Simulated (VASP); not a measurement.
Runs of VASP 6.6.1 on PbS. The structure is that of space group Pm-3m (No. 221), or close to it. The cells are those of the table. 

```tsv
task	level	potentials or basis	spin	cell	k mesh	cutoff (eV)	gap on the mesh (eV)	pressure (GPa)	relaxed volume (Å³/atom)
single point	PBE	VASP PAW PBE potentials, release 64 (Pb_d, S)	off	a = 3.635 Å, 2 atoms	8 × 8 × 8	520	none	(c)	-
relaxation of cell and atoms	PBE	VASP PAW PBE potentials, release 64 (Pb_d, S)	off	relaxed from a = 3.246 Å, 2 atoms	8 × 8 × 8	600	none	0.0	24.34
single point	LDA	VASP PAW LDA potentials, release 64 (Pb_d, S)	off	a = 3.538 Å, 2 atoms	6 × 6 × 6	520	none	0.0	-
single point	r2SCAN	VASP PAW PBE potentials, release 64 (Pb_d, S)	off	a = 3.635 Å, 2 atoms	6 × 6 × 6	520	none	0.0	-
single point	PBE	VASP PAW PBE potentials, release 64 (Pb_d, S)	non-collinear, zero start, SOC	a = 3.635 Å, 2 atoms	8 × 8 × 8	520	-	(b)	-
single point	LDA	VASP PAW LDA potentials, release 64 (Pb_d, S)	off	a = 3.635 Å, 2 atoms	8 × 8 × 8	520	none	-4.5	-
relaxation of cell and atoms	r2SCAN	VASP PAW PBE potentials, release 64 (Pb_d, S)	off	relaxed from a = 3.652 Å, 2 atoms	6 × 6 × 6	600	none	0.0	24.03
relaxation of cell and atoms	LDA	VASP PAW LDA potentials, release 64 (Pb_d, S)	off	relaxed from a = 3.652 Å, 2 atoms	6 × 6 × 6	600	none	0.0	22.18
single point	PBE	VASP PAW PBE potentials, release 64 (Pb_d, S)	off	a = 3.652 Å, 2 atoms	8 × 8 × 8	520	none	-0.1	-
single point	r2SCAN	VASP PAW PBE potentials, release 64 (Pb_d, S)	off	a = 3.635 Å, 2 atoms	8 × 8 × 8	520	none	0.1	-
relaxation of cell and atoms	PBEsol	VASP PAW PBE potentials, release 64 (Pb_d, S)	off	relaxed from a = 3.652 Å, 2 atoms	6 × 6 × 6	600	none	0.0	(a)
single point	PBEsol	VASP PAW PBE potentials, release 64 (Pb_d, S)	off	a = 3.580 Å, 2 atoms	6 × 6 × 6	520	none	0.0	-
```

Alike in all rows: smearing fermi-dirac 0.02 eV.

**Question.** Estimate the missing entries.

**Answer.** (a) 22.95; (b) 0.4; (c) 0.6.

Caveats: spin-orbit coupling is left out, which moves the levels of the heavy elements (some runs); the PAW data sets were made with another functional, which shifts forces and pressure a little (some runs); the volume moved by over 15 % at a fixed basis, so the end points are rough (some runs).

A k mesh can miss the band edges, and rows without SOC leave out spin-orbit coupling on Pb.

A gap of «none» marks levels without a gap at the run's occupations.
